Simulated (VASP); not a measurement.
# Zn2S3 (P-3m1) in VASP: a series of runs, part 2 of 2

VASP 6.6.1. Earlier steps stand in the parts before.

## Step 3: Single point, r2SCAN

This run uses another cell than the first one, of 17.85 Å³/atom.

Contents of POSCAR:

```
Zn2S3
1.0
    4.0461712550      0.0000000000      0.0000000000
   -2.0230856275      3.5040870949      0.0000000000
    0.0000000000      0.0000000000      6.2951852266
Zn S
2 3
Direct
    0.3333333333      0.6666666667      0.2450000000
    0.6666666667      0.3333333333      0.7550000000
    0.0000000000      0.0000000000      0.0000000000
    0.3333333333      0.6666666667      0.6450000000
    0.6666666667      0.3333333333      0.3550000000
```

Contents of INCAR.step1:

```
SYSTEM = Zn2S3
ALGO     = Normal         ! electronic algorithm
EDIFF    = 1E-4           ! SCF threshold, eV
ENCUT    = 520            ! plane-wave cutoff, eV
GGA      = PE             ! functional
ISMEAR   = 0              ! smearing method
LASPH    = .True.         ! aspherical terms in the spheres
LCHARG   = .False.        ! write CHGCAR
LREAL    = .False.        ! projectors in reciprocal space
LWAVE    = .True.         ! write WAVECAR
NBANDS   = 29             ! bands
NELM     = 80             ! most SCF steps
PREC     = Accurate       ! precision mode
SIGMA    = 0.1            ! smearing width, eV
```

Contents of INCAR.step2:

```
SYSTEM = Zn2S3
ALGO     = Normal         ! electronic algorithm
EDIFF    = 1E-7           ! SCF threshold, eV
ENCUT    = 520            ! plane-wave cutoff, eV
ISIF     = 2              ! what is computed and relaxed
ISMEAR   = 0              ! smearing method
ISTART   = 1            
LASPH    = .True.         ! aspherical terms in the spheres
LCHARG   = .False.        ! write CHGCAR
LMIXTAU  = .True.       
LREAL    = .False.        ! projectors in reciprocal space
LWAVE    = .False.        ! write WAVECAR
METAGGA  = R2SCAN         ! meta-GGA
NBANDS   = 29             ! bands
NELM     = 80             ! most SCF steps
PREC     = Accurate       ! precision mode
SIGMA    = 0.1            ! smearing width, eV
```

Contents of KPOINTS:

```
k-points
0
Gamma
  6 6 4
  0 0 0
```

Potentials or basis: VASP PAW PBE potentials, release 64 (Zn, S).

The run is started by

```sh
cat potpaw_PBE.64/Zn/POTCAR potpaw_PBE.64/S/POTCAR > POTCAR
cp INCAR.step1 INCAR
mpirun -np 1 vasp_std > vasp.out
cp INCAR.step2 INCAR
mpirun -np 1 vasp_std > vasp.out
```

OUTCAR:

```text
SYSTEM = Zn2S3
   EDIFF = 1E-7
   ENCUT = 520
   ISIF = 2
   ISMEAR = 0
   ISTART = 1
   LASPH = .True.
   LREAL = .False.
   METAGGA = R2SCAN
   NELM = 80
   PREC = Accurate

 ion  position               nearest neighbor table
   1  0.333  0.667  0.245-   5 2.44   5 2.44   5 2.44   4 2.52   3 2.80   3 2.80   3 2.80
   2  0.667  0.333  0.755-   4 2.44   4 2.44   4 2.44   5 2.52   3 2.80   3 2.80   3 2.80
   3  0.000  0.000  0.000-   1 2.80   2 2.80   2 2.80   1 2.80   2 2.80   1 2.80
   4  0.333  0.667  0.645-   2 2.44   2 2.44   2 2.44   1 2.52
   5  0.667  0.333  0.355-   1 2.44   1 2.44   1 2.44   2 2.52

  LATTYP: Found a hexagonal cell.
 ALAT       =     4.0461712550
 C/A-ratio  =     1.5558375634

  Lattice vectors:

 A1 = (   4.0461712550,   0.0000000000,   0.0000000000)
 A2 = (  -2.0230856275,   3.5040870949,   0.0000000000)
 A3 = (   0.0000000000,   0.0000000000,   6.2951852266)

Analysis of symmetry for initial positions (statically):
=====================================================================
[... 175 lines left out ...]
  energy without entropy =      -41.80160700  energy(sigma->0) =      -41.81144404

 E-fermi :   3.7999     XC(G=0): -10.9799

 val. band max:        3.7908637603   @ k =   0.3333   0.3333   0.2500
 cond. band min:       3.7999202551   @ k =   0.3333   0.0000   0.5000
 fundamental gap:      0.0090564948
 Fermi energy:         3.7998979000

 k-point     1 :       0.0000    0.0000    0.0000
  band No.  band energies     occupation
      1     -11.2916      2.00000
      2      -8.8334      2.00000
      3      -8.7059      2.00000
      4      -3.5106      2.00000
      5      -3.5106      2.00000
      6      -3.4399      2.00000
[... 757 lines left out ...]
     28      13.0762      0.00000
     29      13.4486      0.00000

------------------------ aborting loop because EDIFF is reached ----------------------------------------

  FORCE on cell =-STRESS in cart. coord.  units (eV):
  Direction    XX          YY          ZZ          XY          YZ          ZX
  --------------------------------------------------------------------------------------
  -------------------------------------------------------------------------------------
  Total       -0.8816199     -0.8816199      3.4600184     -0.0000000      0.0000000      0.0000000
  in kB      -15.8257493    -15.8257493     62.1099701     -0.0000000      0.0000000      0.0000000
  external PRESSURE =      10.1528238 kB  Pullay stress =       0.0000000 kB

 VOLUME and BASIS-vectors are now :
 -----------------------------------------------------------------------------
  energy-cutoff  :      520.00
  volume of cell :       89.25
      direct lattice vectors                 reciprocal lattice vectors
     4.046171255  0.000000000  0.000000000     0.247147226  0.142690517  0.000000000
    -2.023085627  3.504087095  0.000000000     0.000000000  0.285381034  0.000000000
     0.000000000  0.000000000  6.295185227     0.000000000  0.000000000  0.158851561

 POSITION                                       TOTAL-FORCE (eV/Angst)
 -----------------------------------------------------------------------------------
     -0.00000      2.33606      1.54232        -0.000000      0.000000     -0.145623
      2.02309      1.16803      4.75286         0.000000      0.000000      0.145623
      0.00000      0.00000      0.00000         0.000000      0.000000      0.000000
     -0.00000      2.33606      4.06039         0.000000     -0.000000      0.908424
      2.02309      1.16803      2.23479         0.000000      0.000000     -0.908424
 -----------------------------------------------------------------------------------
    total drift:                               -0.000000      0.000000      0.000000

  FREE ENERGIE OF THE ION-ELECTRON SYSTEM (eV)
  ---------------------------------------------------
  free  energy   TOTEN  =       -41.8212810756 eV

  energy  without entropy=      -41.8016070004  energy(sigma->0) =      -41.81144404
```

OUTCAR.step1:

```text
SYSTEM = Zn2S3
   EDIFF = 1E-4
   ENCUT = 520
   GGA = PE
   ISMEAR = 0
[... 998 lines left out ...]
      2.02309      1.16803      4.75286        -0.000000      0.000000      0.245184
      0.00000      0.00000      0.00000         0.000000      0.000000      0.000000
     -0.00000      2.33606      4.06039         0.000000      0.000000      0.800341
      2.02309      1.16803      2.23479        -0.000000      0.000000     -0.800341
 -----------------------------------------------------------------------------------
    total drift:                               -0.000000      0.000000      0.000000

  FREE ENERGIE OF THE ION-ELECTRON SYSTEM (eV)
  ---------------------------------------------------
  free  energy   TOTEN  =       -14.2163011839 eV

  energy  without entropy=      -14.1968436037  energy(sigma->0) =      -14.20657239
```

OSZICAR.step1:

```text
N       E                     dE             d eps       ncg     rms          rms(c)
DAV:   1     0.297243547121E+03    0.29724E+03   -0.19502E+04  1392   0.168E+03
DAV:   2     0.170202336768E+02   -0.28022E+03   -0.26999E+03  1405   0.369E+02
DAV:   3    -0.141302437410E+02   -0.31150E+02   -0.30447E+02  1688   0.116E+02
DAV:   4    -0.150613197841E+02   -0.93108E+00   -0.92169E+00  1673   0.193E+01
DAV:   5    -0.150771095711E+02   -0.15790E-01   -0.15782E-01  1684   0.262E+00    0.125E+01
DAV:   6    -0.142461081505E+02    0.83100E+00   -0.22173E+00  1864   0.409E+01    0.910E+00
DAV:   7    -0.142229096789E+02    0.23198E-01   -0.11951E+00  1602   0.896E+00    0.340E+00
DAV:   8    -0.142182725663E+02    0.46371E-02   -0.35307E-02  1602   0.132E+00    0.713E-01
DAV:   9    -0.142162033034E+02    0.20693E-02   -0.98672E-03  1661   0.714E-01    0.107E-01
DAV:  10    -0.142163011839E+02   -0.97880E-04   -0.96040E-04  1626   0.205E-01
   1 F= -.14216301E+02 E0= -.14206572E+02  d E =-.194576E-01
```

Run time: 2.1 min. Hardware: 1 thread of Intel Xeon 6975P-C (Granite Rapids), shared host; peak memory 0.23 GiB.

What came out:

```
Free energy            : -41.8213 eV
Pressure               : 1.0 GPa
Largest force          : 0.908 eV/Å
Band gap on the k mesh : zero (bands 21 and 22 overlap by 1.56 eV)
```

Forces on the atoms (eV/Å):
```
Zn   0.000  0.000 -0.146
Zn   0.000  0.000  0.146
S    0.000  0.000  0.000
S    0.000  0.000  0.908
S    0.000  0.000 -0.908
```

Caveat: the PAW data sets were made with another functional, which shifts forces and pressure a little.
